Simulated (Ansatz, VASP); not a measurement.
**One calculation of Cu, two programs**

INCAR

```
SYSTEM = Cu
ALGO     = Normal         ! electronic algorithm
EDIFF    = 1E-6           ! SCF threshold, eV
EDIFFG   = -0.005         ! ionic threshold
ENCUT    = 600            ! plane-wave cutoff, eV
GGA      = PS             ! functional
IBRION   = 2              ! ionic algorithm
ISIF     = 3              ! what is computed and relaxed
ISMEAR   = -1             ! smearing method
LASPH    = .TRUE.         ! aspherical terms in the spheres
LCHARG   = .FALSE.        ! write CHGCAR
LREAL    = .FALSE.        ! projectors in reciprocal space
LWAVE    = .FALSE.        ! write WAVECAR
NELM     = 60             ! most SCF steps
NSW      = 80             ! ionic steps
PREC     = Accurate       ! precision mode
SIGMA    = 0.05           ! smearing width, eV
```

The input KPOINTS:

```
k-points
0
G
  12 12 7
  0 0 0
```

The input POSCAR:

```
Cu
1.0
    2.5340966698      0.0000000000      0.0000000000
   -1.2670483349      2.1945920917      0.0000000000
    0.0000000000      0.0000000000      4.1125710000
Cu
2
Direct
    0.6666666667      0.3333333333      0.7500000000
    0.3333333333      0.6666666667      0.2500000000
```

File input.yaml:

```yaml
crystal:
  lattice:
    - [2.5340966698, 0.0, 0.0]
    - [-1.2670483349, 2.1945920917, 0.0]
    - [0.0, 0.0, 4.112571]
  atoms:
    - { symbol: Cu, position: [0.6666666667, 0.3333333333, 0.75] }
    - { symbol: Cu, position: [0.3333333333, 0.6666666667, 0.25] }
kpoints:
  mp_grid: { grid: [12, 12, 7] }
scf:
  occupations: { method: fermi_dirac, width: 0.05 }
hamiltonian:
  xc: pbesol
  pseudopotentials: { kind: all_electron, lapw: { basis_error: 0.001 } }
output:
  forces: true
  stress: true
relax:
  f_tol: 0.005
  max_steps: 60
  cell: {}
```

Alike in both runs: task relaxation of cell and atoms; functional PBEsol; k mesh 12 × 12 × 7; occupations fermi-dirac, width 0.05 eV; no spin polarisation.

```csv
,VASP,Ansatz
version,VASP 6.6.1,Ansatz 0.2.0
potentials or method,"VASP PAW PBE potentials, release 64 (Cu), cutoff 600 eV","all-electron LAPW, scalar-relativistic"
```

Ansatz gave:

| Property | Result |
| --- | --- |
| relaxed volume (Å³/atom) | 11.33 |
| relaxed cell length with the largest relative difference (Å) | 2.524 |

Estimate VASP's values.

relaxed volume (Å³/atom): 11.39; relaxed cell length with the largest relative difference (Å): 2.529.

VASP's potentials were made for PBE, not for PBEsol. Ansatz ran all-electron here, and VASP with PAW potentials.
